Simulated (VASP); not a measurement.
# Ir in VASP: single point with r2SCAN

Aim: the single point of Ir with r2SCAN.

Program: VASP 6.6.1. These are calculated values, not measurements. Logs are shortened: lines on timing, memory, paths and dates and some standing lists are left out, and cuts for length are marked.

### Step 1. The cell of the first run

The typed cell holds 2 atoms: a = 2.726 Å, b = 2.726 Å, c = 4.432 Å, α = 90.02°, β = 89.99°, γ = 120.00°.

This isn't the form of Ir at room conditions, which is fcc.

### Step 2. Single point, r2SCAN

POSCAR

```
Ir
1.0
    2.7260820784      0.0000441635      0.0003712467
   -1.3630042607      2.3606731222     -0.0005561885
    0.0002225645     -0.0002650116      4.4324462387
Ir
2
Direct
    0.6666701571      0.3333442756      0.7499998839
    0.3333298429      0.6666557244      0.2500001161
```

INCAR.step1

```
ALGO     = Normal         # electronic algorithm
EDIFF    = 1E-4           # SCF threshold, eV
ENCUT    = 520            # plane-wave cutoff, eV
GGA      = PE             # functional
ISMEAR   = 0              # smearing method
LASPH    = T              # aspherical terms in the spheres
LCHARG   = F              # write CHGCAR
LREAL    = F              # projectors in reciprocal space
LWAVE    = T              # write WAVECAR
NBANDS   = 16             # bands
NELM     = 100            # most SCF steps
PREC     = Accurate       # precision mode
SIGMA    = 0.15           # smearing width, eV
```

INCAR.step2

```
ALGO     = Normal         # electronic algorithm
EDIFF    = 1E-7           # SCF threshold, eV
ENCUT    = 520            # plane-wave cutoff, eV
ISIF     = 2              # what is computed and relaxed
ISMEAR   = 0              # smearing method
ISTART   = 1            
LASPH    = T              # aspherical terms in the spheres
LCHARG   = F              # write CHGCAR
LMIXTAU  = T            
LREAL    = F              # projectors in reciprocal space
LWAVE    = F              # write WAVECAR
METAGGA  = R2SCAN         # meta-GGA
NBANDS   = 16             # bands
NELM     = 100            # most SCF steps
PREC     = Accurate       # precision mode
SIGMA    = 0.15           # smearing width, eV
```

KPOINTS

```
k-points
0
Gamma
  12 12 8
```

Potentials or basis: VASP PAW PBE potentials, release 64 (Ir).

Command:

```sh
$ cat potpaw_PBE.64/Ir/POTCAR > POTCAR
$ cp INCAR.step1 INCAR
$ mpirun -np 1 vasp_std > vasp.out
$ cp INCAR.step2 INCAR
$ mpirun -np 1 vasp_std > vasp.out
```

OUTCAR:

```text
EDIFF = 1E-7
   ENCUT = 520
   ISIF = 2
   ISMEAR = 0
   ISTART = 1
   LASPH = T
   LREAL = F
   METAGGA = R2SCAN
   NELM = 100
   PREC = Accurate

 ion  position               nearest neighbor table
   1  0.667  0.333  0.750-   2 2.72   2 2.72   2 2.72   2 2.72   2 2.72   2 2.72
   2  0.333  0.667  0.250-   1 2.72   1 2.72   1 2.72   1 2.72   1 2.72   1 2.72

  LATTYP: Found a triclinic cell.
 ALAT       =     2.7259050816
 B/A-ratio  =     1.0000275050
 C/A-ratio  =     1.6260457057
 COS(alpha) =     0.0000945139
 COS(beta)  =     0.0002809235
 COS(gamma) =     0.4999488114

  Lattice vectors:

 A1 = (  -1.3630042607,   2.3606731222,  -0.0005561885)
 A2 = (   1.3630778177,   2.3607172857,  -0.0001849418)
 A3 = (  -0.0002225645,   0.0002650116,  -4.4324462387)

Analysis of symmetry for initial positions (statically):
=====================================================================
 Subroutine PRICEL returns:
 Original cell was already a primitive cell.

 Routine SETGRP: Setting up the symmetry group for a
 triclinic supercell.

 Subroutine GETGRP returns: Found  2 space group operations
 (whereof  2 operations were pure point group operations)
 out of a pool of  2 trial point group operations.

The static configuration has the point symmetry S_2 .

Analysis of symmetry for dynamics (positions and initial velocities):
=====================================================================
 Subroutine PRICEL returns:
 Original cell was already a primitive cell.

 Routine SETGRP: Setting up the symmetry group for a
 triclinic supercell.

 Subroutine GETGRP returns: Found  2 space group operations
 (whereof  2 operations were pure point group operations)
 out of a pool of  2 trial point group operations.

The dynamic configuration has the point symmetry S_2 .

 Subroutine INISYM returns: Found  2 space group operations
 (whereof  2 operations are pure point group operations),
 and found     1 'primitive' translations

----------------------------------------------------------------------------------------

                                     Primitive cell

  volume of cell :      28.5248

  direct lattice vectors                    reciprocal lattice vectors
     2.726082078  0.000044163  0.000371247     0.366823382  0.211796299 -0.000005756
    -1.363004261  2.360673122 -0.000556188    -0.000006866  0.423604033  0.000025327
[... 77 lines left out ...]
   ISTART =      1    job   : 0-new  1-cont  2-samecut
   ICHARG =      0    charge: 1-file 2-atom 10-const
   ISPIN  =      1    spin polarized calculation?
   LNONCOLLINEAR =      F non collinear calculations
   LSORBIT =      F    spin-orbit coupling
   LASPH  =      T    aspherical Exc in radial PAW
   ENCUT  =  520.0 eV  38.22 Ry    6.18 a.u.   5.07  5.07  8.24*2*pi/ulx,y,z
   NELM   =    100;   NELMIN=  2; NELMDL=  0     # of ELM steps
   EDIFF  = 0.1E-06   stopping-criterion for ELM
   LREAL  =      F    real-space projection
   EDIFFG = 0.1E-05   stopping-criterion for IOM
   NSW    =      0    number of steps for IOM
   IBRION =     -1    ionic relax: 0-MD 1-quasi-New 2-CG
   NFREE  =      0    steps in history (QN), initial steepest desc. (CG)
   ISIF   =      2    stress and relaxation
   ISYM   =      2    0-nonsym 1-usesym 2-fastsym
   POTIM  = 0.5000    time-step for ionic-motion
   TEBEG  =    0.0;   TEEND  =   0.0 temperature during run
   PSTRESS=    0.0 pullay stress
   NELECT =      18.0000    total number of electrons
   NUPDOWN=      -1.0000    fix difference up-down
   EMIN   =  10.00;   EMAX   =-10.00  energy-range for DOS
   EFERMI =   0.00;   METHOD = LEGACY
   ISMEAR =     0;   SIGMA  =   0.15  broadening in eV -4-tet -1-fermi 0-gaus
   EFERMI_NEDOS =   21; number of points for ismear=-14 and -15
   IALGO  =     38    algorithm
   IMIX   =      4    mixing-type and parameters
     AMIX     =   0.40;   BMIX     =  1.00
     AMIX_MAG =   1.60;   BMIX_MAG =  1.00
  volume/ion in A,a.u.               =      14.26        96.25
  Fermi-wavevector in a.u.,A,eV,Ry     =   1.404187  2.653528 26.827160  1.971741
  Thomas-Fermi vector in A             =   2.526774
   LORBIT       =      0    0 simple, 1 ext, 2 COOP (PROOUT), +10 PAW based schemes
   METAGGA = R2SCAN    functional components
   LHFCALC =     F    Hartree Fock is set to
   AEXX    =    0.0000 exact exchange contribution
   IVDW    =     0    specifies the selected vdW correction
   LEPSILON=     F    determine dielectric tensor
   LRPA    =     F    only Hartree local field effects (RPA)
 non-spin polarized calculation
 Gauss-broadening in eV      SIGMA  =   0.15
  energy-cutoff  :      520.00
  volume of cell :       28.52
 maximum number of plane-waves:       783
   NGX = 11   NGY = 11   NGZ = 17

 number of electron      18.0000000 magnetization

 Free energy of the ion-electron system (eV)
  ---------------------------------------------------
  ext. energy  EPLUGINS =         0.00000000
  ---------------------------------------------------
  free energy    TOTEN  =      -104.57908696 eV

  energy without entropy =     -104.55491529  energy(sigma->0) =     -104.56700113

 E-fermi :  10.1741     XC(G=0): -15.2792

 val. band max:       10.1654437791   @ k =  -0.2500   0.2500   0.3750
 cond. band min:      10.1948202141   @ k =  -0.4167   0.2500   0.0000
 fundamental gap:      0.0293764350
 Fermi energy:        10.1741065146

 k-point     1 :       0.0000    0.0000    0.0000
  band No.  band energies     occupation
      1      -1.4077      2.00000
      2       1.7194      2.00000
      3       6.0877      2.00000
      4       6.2154      2.00000
      5       6.2171      2.00000
      6       6.8810      2.00000
[... 433 lines left out ...]
      3       3.2939      2.00000
      4       5.3826      2.00000
      5       5.6639      2.00000
      6       6.4922      2.00000
[... 8 lines left out ...]
     15      21.3864      0.00000
     16      25.2793      0.00000

 [... further k-points ...]
[... 5 lines left out ...]
  --------------------------------------------------------------------------------------
  -------------------------------------------------------------------------------------
  Total        0.4328405      0.4382817      0.4541585     -0.0013693      0.0038364     -0.0033023
  in kB       24.3117461     24.6173686     25.5091348     -0.0769102      0.2154824     -0.1854834
  external PRESSURE =      24.8127498 kB  Pullay stress =       0.0000000 kB

 VOLUME and BASIS-vectors are now :
 -----------------------------------------------------------------------------
  energy-cutoff  :      520.00
  volume of cell :       28.52
      direct lattice vectors                 reciprocal lattice vectors
     2.726082078  0.000044163  0.000371247     0.366823382  0.211796299 -0.000005756
    -1.363004261  2.360673122 -0.000556188    -0.000006866  0.423604033  0.000025327
     0.000222564 -0.000265012  4.432446239    -0.000030725  0.000035415  0.225609057

 POSITION                                       TOTAL-FORCE (eV/Angst)
 -----------------------------------------------------------------------------------
      1.36321      0.78675      3.32440         0.000129     -0.000131      0.000015
      0.00009      1.57370      1.10787        -0.000129      0.000131     -0.000015
 -----------------------------------------------------------------------------------
    total drift:                               -0.000000      0.000000      0.000000

  FREE ENERGIE OF THE ION-ELECTRON SYSTEM (eV)
  ---------------------------------------------------
  free  energy   TOTEN  =      -104.5790869602 eV

  energy  without entropy=     -104.5549152947  energy(sigma->0) =     -104.56700113
```

Wall time 8.5 min (1 thread of AMD EPYC 9R45 (Zen 5), shared host); peak memory 0.3 GiB.

Results:

| Quantity | Value |
| --- | --- |
| Free energy | -104.5791 eV |
| Pressure | 2.5 GPa |
| Band gap on the k mesh | zero (bands 9 and 10 overlap by 3.43 eV) |

Stress tensor (GPa, compression positive):
```
 2.43 -0.01 -0.02
-0.01  2.46  0.02
-0.02  0.02  2.55
```

Caveat: the PAW data sets were made with another functional, which shifts forces and pressure a little; spin-orbit coupling is left out, which moves the levels of the heavy elements.
